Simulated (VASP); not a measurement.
# LuAsF6 (P-1) in VASP: single point with PBEsol

Aim: the single point of LuAsF6 with PBEsol.

All numbers are computed with VASP 6.6.1; they aren't measurements. Logs are shortened: lines on timing, memory, paths and dates and some standing lists are left out, and cuts for length are marked.

**1. The cell of the first run**

The typed cell holds 8 atoms: a = 5.763 Å, b = 5.763 Å, c = 5.865 Å, α = 60.57°, β = 90.00°, γ = 60.00°.

**2. Single point, PBEsol**

INCAR reads:

```
PREC = Accurate ; ENCUT = 520
EDIFF = 1E-6 ; ISMEAR = -1
SIGMA = 0.03 ; LREAL = F
LASPH = T ; NELM = 80
ALGO = Normal ; ISIF = 2
LWAVE = F ; LCHARG = T
GGA = PS ; LELF = T
LVHAR = T ; NBANDS = 46
```

KPOINTS reads:

```
Automatic mesh
0
Gamma
  6 6 4
```

POSCAR reads:

```
LuAsF6
1.0
    5.7622361431      0.0742613077     -0.0584351168
    2.8178334967      5.0255099823      0.1086149928
    0.0090158925      3.1932028105      4.9189683154
Lu As F
1 1 6
Direct
    0.0000000000      0.0000000000      0.0000000000
    0.5000000000      0.0000000000      0.5000000000
    0.7447246691      0.9352310963      0.2549495013
    0.2552753309      0.0647689037      0.7450504987
    0.6798953600      0.5101996686      0.7452230357
    0.3201046400      0.4898003314      0.2547769643
    0.1902645616      0.0651909527      0.2547710431
    0.8097354384      0.9348090473      0.7452289569
```

Potentials or basis: VASP PAW PBE potentials, release 64 (Lu, As, F).

Started as:

```sh
> cat potpaw_PBE.64/Lu/POTCAR potpaw_PBE.64/As/POTCAR potpaw_PBE.64/F/POTCAR > POTCAR
> mpirun -np 1 vasp_std > vasp.out
```

OUTCAR:

```text
PREC = Accurate
   ENCUT = 520
   EDIFF = 1E-6
   ISMEAR = -1
   LREAL = F
   LASPH = T
   NELM = 80
   ISIF = 2
   GGA = PS

 ion  position               nearest neighbor table
   1  0.000  0.000  0.000-   5 2.13   6 2.13   4 2.13   3 2.13   8 2.13   7 2.13
   2  0.500  0.000  0.500-   3 2.05   4 2.05   7 2.05   8 2.05   5 2.05   6 2.05
   3  0.745  0.935  0.255-   2 2.05   1 2.13
   4  0.255  0.065  0.745-   2 2.05   1 2.13
   5  0.680  0.510  0.745-   2 2.05   1 2.13
   6  0.320  0.490  0.255-   2 2.05   1 2.13
   7  0.190  0.065  0.255-   2 2.05   1 2.13
   8  0.810  0.935  0.745-   2 2.05   1 2.13

  LATTYP: Found a triclinic cell.
 ALAT       =     5.7626151541
 B/A-ratio  =     1.0000686768
 C/A-ratio  =     1.0176879264
 COS(alpha) =     0.0000486022
 COS(beta)  =     0.4914069493
 COS(gamma) =     0.4999659448

  Lattice vectors:

 A1 = (  -2.8178334967,  -5.0255099823,  -0.1086149928)
 A2 = (  -5.7622361431,  -0.0742613077,   0.0584351168)
 A3 = (  -0.0090158925,  -3.1932028105,  -4.9189683154)

Analysis of symmetry for initial positions (statically):
=====================================================================
 Subroutine PRICEL returns:
 Original cell was already a primitive cell.

 Routine SETGRP: Setting up the symmetry group for a
 triclinic supercell.

 Subroutine GETGRP returns: Found  2 space group operations
 (whereof  2 operations were pure point group operations)
 out of a pool of  2 trial point group operations.

The static configuration has the point symmetry S_2 .

Analysis of symmetry for dynamics (positions and initial velocities):
=====================================================================
 Subroutine PRICEL returns:
 Original cell was already a primitive cell.

 Routine SETGRP: Setting up the symmetry group for a
 triclinic supercell.

 Subroutine GETGRP returns: Found  2 space group operations
 (whereof  2 operations were pure point group operations)
 out of a pool of  2 trial point group operations.

The dynamic configuration has the point symmetry S_2 .

 Subroutine INISYM returns: Found  2 space group operations
 (whereof  2 operations are pure point group operations),
 and found     1 'primitive' translations

----------------------------------------------------------------------------------------

                                     Primitive cell

  volume of cell :     138.8934

  direct lattice vectors                    reciprocal lattice vectors
     5.762236143  0.074261308 -0.058435117     0.175483418 -0.099787686  0.064456642
     2.817833497  5.025509982  0.108614993    -0.003973436  0.204075765 -0.132470762
     0.009015893  3.193202810  4.918968315     0.002172400 -0.005691599  0.206985444

  length of vectors
     5.763010912  5.762615154  5.864543867     0.211911942  0.243333534  0.207075078

  position of ions in fractional coordinates (direct lattice)
     0.000000000  0.000000000  0.000000000
     0.500000000  0.000000000  0.500000000
     0.744724669  0.935231096  0.254949501
     0.255275331  0.064768904  0.745050499
     0.679895360  0.510199669  0.745223036
     0.320104640  0.489800331  0.254776964
     0.190264562  0.065190953  0.254771043
     0.809735438  0.934809047  0.745228957

  ion indices of the primitive-cell ions
   primitive index   ion index
                 1           1
                 2           2
                 3           3
                 4           4
                 5           5
                 6           6
                 7           7
                 8           8

----------------------------------------------------------------------------------------

 KPOINTS: Automatic mesh

Automatic generation of k-mesh.
 Grid dimensions read from file:
 generate k-points for:    6    6    4

 Generating k-lattice:

  Cartesian coordinates                     Fractional coordinates (reciprocal lattice)
     0.029247236 -0.016631281  0.010742774     0.166666667  0.000000000  0.000000000
    -0.000662239  0.034012627 -0.022078460    -0.000000000  0.166666667  0.000000000
     0.000543100 -0.001422900  0.051746361     0.000000000 -0.000000000  0.250000000

  Length of vectors
     0.035318657  0.040555589  0.051768769

  Shift w.r.t. Gamma in fractional coordinates (k-lattice)
     0.000000000  0.000000000  0.000000000

 Subroutine IBZKPT returns following result:
 ===========================================

 Found     76 irreducible k-points:

 Following reciprocal coordinates:
            Coordinates               Weight
  0.000000  0.000000  0.000000      1.000000
  0.166667  0.000000  0.000000      2.000000
  0.333333 -0.000000  0.000000      2.000000
  0.500000  0.000000  0.000000      1.000000
  0.000000  0.166667 -0.000000      2.000000
  0.166667  0.166667 -0.000000      2.000000
[... 16 lines left out ...]
  0.333333  0.000000  0.250000      2.000000
  0.500000  0.000000  0.250000      2.000000
 [... further k-points ...]
   k-points           NKPTS =     76   k-points in BZ     NKDIM =     76   number of bands    NBANDS=     46
   number of dos      NEDOS =    301   number of ions     NIONS =      8
   total plane-waves  NPLWV = 110592
   dimension x,y,z NGX =    48 NGY =   48 NGZ =   48
   dimension x,y,z NGXF=    96 NGYF=   96 NGZF=   96
   ions per type =               1   1   6
   NGX,Y,Z   is equivalent  to a cutoff of  13.85, 13.85, 13.61 a.u.
   NGXF,Y,Z  is equivalent  to a cutoff of  27.69, 27.70, 27.21 a.u.
 SYSTEM =  unknown system
   PREC   = accura    normal or accurate (medium, high low for compatibility)
   ISTART =      0    job   : 0-new  1-cont  2-samecut
   ICHARG =      2    charge: 1-file 2-atom 10-const
   ISPIN  =      1    spin polarized calculation?
   LNONCOLLINEAR =      F non collinear calculations
   LSORBIT =      F    spin-orbit coupling
   LASPH  =      T    aspherical Exc in radial PAW
   ENCUT  =  520.0 eV  38.22 Ry    6.18 a.u.  10.72 10.71 10.90*2*pi/ulx,y,z
   NELM   =     80;   NELMIN=  2; NELMDL= -5     # of ELM steps
   EDIFF  = 0.1E-05   stopping-criterion for ELM
   LREAL  =      F    real-space projection
   EDIFFG = 0.1E-04   stopping-criterion for IOM
   NSW    =      0    number of steps for IOM
   IBRION =     -1    ionic relax: 0-MD 1-quasi-New 2-CG
   NFREE  =      0    steps in history (QN), initial steepest desc. (CG)
   ISIF   =      2    stress and relaxation
   ISYM   =      2    0-nonsym 1-usesym 2-fastsym
   POTIM  = 0.5000    time-step for ionic-motion
   TEBEG  =    0.0;   TEEND  =   0.0 temperature during run
   PSTRESS=    0.0 pullay stress
   NELECT =      72.0000    total number of electrons
   NUPDOWN=      -1.0000    fix difference up-down
   EMIN   =  10.00;   EMAX   =-10.00  energy-range for DOS
   EFERMI =   0.00;   METHOD = LEGACY
   ISMEAR =    -1;   SIGMA  =   0.03  broadening in eV -4-tet -1-fermi 0-gaus
   EFERMI_NEDOS =   21; number of points for ismear=-14 and -15
   IALGO  =     38    algorithm
   IMIX   =      4    mixing-type and parameters
     AMIX     =   0.40;   BMIX     =  1.00
     AMIX_MAG =   1.60;   BMIX_MAG =  1.00
  volume/ion in A,a.u.               =      17.36       117.16
  Fermi-wavevector in a.u.,A,eV,Ry     =   1.315099  2.485177 23.531075  1.729485
  Thomas-Fermi vector in A             =   2.445305
   LORBIT       =      0    0 simple, 1 ext, 2 COOP (PROOUT), +10 PAW based schemes
   GGA     = PS    functional components
   LHFCALC =     F    Hartree Fock is set to
   AEXX    =    0.0000 exact exchange contribution
   IVDW    =     0    specifies the selected vdW correction
   LEPSILON=     F    determine dielectric tensor
   LRPA    =     F    only Hartree local field effects (RPA)
 non-spin polarized calculation
  energy-cutoff  :      520.00
  volume of cell :      138.89
 maximum number of plane-waves:      3763
 NGX is ok and might be reduce to    48
   NGX = 21   NGY = 21   NGZ = 21

 number of electron      71.9999991 magnetization

 Free energy of the ion-electron system (eV)
  ---------------------------------------------------
  ext. energy  EPLUGINS =         0.00000000
  ---------------------------------------------------
  free energy    TOTEN  =       -45.49113396 eV

  energy without entropy =      -45.49113396  energy(sigma->0) =      -45.49113396

 E-fermi :  -0.7653     XC(G=0):  -8.3530

 val. band max:       -1.5192114121   @ k =   0.0000   0.0000   0.5000
 cond. band min:       3.0701938348   @ k =   0.5000   0.0000   0.0000
 fundamental gap:      4.5894052469
 Fermi energy:        -0.7652757524

 k-point     1 :       0.0000    0.0000    0.0000
  band No.  band energies     occupation
      1     -55.2998      2.00000
      2     -26.6007      2.00000
      3     -26.6006      2.00000
      4     -26.5987      2.00000
      5     -24.0248      2.00000
      6     -23.3876      2.00000
[... 38 lines left out ...]
     45       8.8068      0.00000
     46       8.8074      0.00000

 k-point     2 :       0.1667    0.0000    0.0000
  band No.  band energies     occupation
      1     -55.2998      2.00000
      2     -26.6100      2.00000
      3     -26.5982      2.00000
      4     -26.5962      2.00000
      5     -23.9546      2.00000
      6     -23.4352      2.00000
[... 38 lines left out ...]
     45       8.9814      0.00000
     46       9.0853      0.00000

 k-point     3 :       0.3333   -0.0000    0.0000
  band No.  band energies     occupation
      1     -55.2998      2.00000
      2     -26.6284      2.00000
      3     -26.5935      2.00000
      4     -26.5906      2.00000
      5     -23.7744      2.00000
      6     -23.5133      2.00000
[... 38 lines left out ...]
     45       9.3301      0.00000
     46       9.4072      0.00000

 k-point     4 :       0.5000    0.0000    0.0000
  band No.  band energies     occupation
      1     -55.2998      2.00000
      2     -26.6374      2.00000
      3     -26.5911      2.00000
      4     -26.5878      2.00000
      5     -23.6265      2.00000
      6     -23.5466      2.00000
[... 920 lines left out ...]
     45       9.0046      0.00000
     46       9.3229      0.00000

 k-point    23 :       0.3333    0.0000    0.2500
  band No.  band energies     occupation
      1     -55.2998      2.00000
      2     -26.6223      2.00000
      3     -26.6014      2.00000
      4     -26.5920      2.00000
      5     -23.7064      2.00000
      6     -23.5955      2.00000
[... 38 lines left out ...]
     45       8.3454      0.00000
     46       9.3605      0.00000

 k-point    24 :       0.5000    0.0000    0.2500
  band No.  band energies     occupation
      1     -55.2998      2.00000
      2     -26.6217      2.00000
      3     -26.5975      2.00000
      4     -26.5955      2.00000
      5     -23.8018      2.00000
      6     -23.5392      2.00000
[... 38 lines left out ...]
     45       8.3655      0.00000
     46       9.2497      0.00000

 [... further k-points ...]

------------------------ aborting loop because EDIFF is reached ----------------------------------------

  FORCE on cell =-STRESS in cart. coord.  units (eV):
  Direction    XX          YY          ZZ          XY          YZ          ZX
  --------------------------------------------------------------------------------------
  -------------------------------------------------------------------------------------
  Total        0.1239545      0.1271264      0.0917433     -0.0002417      0.0000056     -0.0016507
  in kB        1.4298520      1.4664412      1.0582865     -0.0027878      0.0000646     -0.0190417
  external PRESSURE =       1.3181932 kB  Pullay stress =       0.0000000 kB

 VOLUME and BASIS-vectors are now :
 -----------------------------------------------------------------------------
  energy-cutoff  :      520.00
  volume of cell :      138.89
      direct lattice vectors                 reciprocal lattice vectors
     5.762236143  0.074261308 -0.058435117     0.175483418 -0.099787686  0.064456642
     2.817833497  5.025509982  0.108614993    -0.003973436  0.204075765 -0.132470762
     0.009015893  3.193202810  4.918968315     0.002172400 -0.005691599  0.206985444

 POSITION                                       TOTAL-FORCE (eV/Angst)
 -----------------------------------------------------------------------------------
      0.00000      0.00000      0.00000         0.000000      0.000000     -0.000000
      2.88563      1.63373      2.43027         0.000000      0.000000     -0.000000
      6.92890      5.56942      1.31215        -0.061532      0.017882      0.047164
      1.66018      2.72355      3.65700         0.061532     -0.017882     -0.047164
      5.36209      4.99415      3.68141        -0.014909      0.065401     -0.044314
      3.22699      3.29882      1.28773         0.014909     -0.065401      0.044314
      1.28234      1.15528      1.24917         0.048056      0.043236      0.046534
      7.30674      7.13769      3.71997        -0.048056     -0.043236     -0.046534
 -----------------------------------------------------------------------------------
    total drift:                                0.000000      0.000000      0.000000

  FREE ENERGIE OF THE ION-ELECTRON SYSTEM (eV)
  ---------------------------------------------------
  free  energy   TOTEN  =       -45.4911339613 eV

  energy  without entropy=      -45.4911339613  energy(sigma->0) =      -45.49113396
```

It took 16 min on 1 thread of Intel Xeon 8259CL, shared host; peak memory 0.63 GiB.

Results:

```
Free energy            : -45.4911 eV
Pressure               : 0.1 GPa
Largest force          : 0.080 eV/Å
Band gap on the k mesh : 4.59 eV, indirect (least direct gap 4.62 eV)
```

Forces in eV/Å, atoms in the order of the input:
```
Lu   0.000  0.000  0.000
As   0.000  0.000  0.000
F   -0.062  0.018  0.047
F    0.062 -0.018 -0.047
F   -0.015  0.065 -0.044
F    0.015 -0.065  0.044
F    0.048  0.043  0.047
F   -0.048 -0.043 -0.047
```

Levels at points of the mesh, in eV from the valence-band top:
| k point | band 33 | band 34 | band 35 | band 36 | band 37 | band 38 | band 39 | band 40 |
| --- | --- | --- | --- | --- | --- | --- | --- | --- |
| (0.00, 0.00, 0.00) | -1.79 | -1.79 | -1.78 | -0.97 | 5.51 | 5.54 | 5.54 | 6.11 |
| (0.50, 0.00, 0.00) | -1.92 | -1.78 | -1.76 | -0.03 | 4.59 | 4.93 | 5.07 | 6.95 |
| (0.00, 0.50, 0.00) | -1.97 | -1.84 | -1.83 | -0.96 | 5.52 | 5.56 | 5.59 | 6.90 |
| (0.50, 0.50, 0.00) | -1.92 | -1.78 | -1.76 | -0.03 | 4.59 | 4.93 | 5.07 | 6.95 |
| (0.00, 0.00, 0.50) | -1.91 | -1.77 | -1.77 | 0.00 | 4.62 | 5.05 | 5.05 | 6.94 |
| (0.50, 0.00, 0.50) | -1.97 | -1.84 | -1.83 | -0.96 | 5.52 | 5.56 | 5.59 | 6.90 |
| (0.00, 0.50, 0.50) | -1.92 | -1.78 | -1.76 | -0.03 | 4.59 | 4.93 | 5.07 | 6.95 |
| (0.50, 0.50, 0.50) | -1.97 | -1.84 | -1.83 | -0.96 | 5.52 | 5.56 | 5.59 | 6.90 |

Caveat: the PAW data sets were made with another functional, which shifts forces and pressure a little; spin-orbit coupling is left out, which moves the levels of the heavy elements. A k mesh can miss the band edges.
